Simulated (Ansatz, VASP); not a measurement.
# One calculation of AlFe, two programs

```xyz
4
Lattice="1.2992 -4.0807 0.0000 1.2992 4.0807 0.0000 0.0000 0.0000 5.1033" Properties=species:S:1:pos:R:3 pbc="T T T"
Al    1.2992    0.0000    3.8275
Al    1.2992    0.0000    1.2758
Fe    0.6496    2.0404    2.5516
Fe    0.6496   -2.0404    0.0000
```

Alike in both runs: functional PBE; k mesh 8 × 8 × 4; occupations gaussian, width 0.1 eV; collinear spin.

Ansatz relaxed the structure, and its values are those at the end. VASP's run is a single point on that final structure, the one shown.

|  | VASP | Ansatz |
| --- | --- | --- |
| version | VASP 6.6.1 | Ansatz 0.2.0 |
| potentials or method | VASP PAW PBE potentials, release 64 (Al, Fe_sv), cutoff 690 eV | scalar-relativistic, plane waves, PAW |
| valence electrons in the cell | 38 | 38 |

VASP gave:

```
gap on the k mesh at the Fermi level (eV)                     : none
pressure (GPa)                                                : -0.7
net moment per atom (μB)                                      : 1.02
size of the moment on the site where the two differ most (μB) : 2.06
```

Question: Which values does Ansatz return?

Answer: gap on the k mesh at the Fermi level (eV): none; pressure (GPa): -0.1; net moment per atom (μB): 1.02; size of the moment on the site where the two differ most (μB): 2.12.

Site moments also hang on the region over which each program counts them. A gap of «none» marks a metal or a gap that the smearing closes. The functional is the same, so the differences come from potentials, cutoffs and numerics.
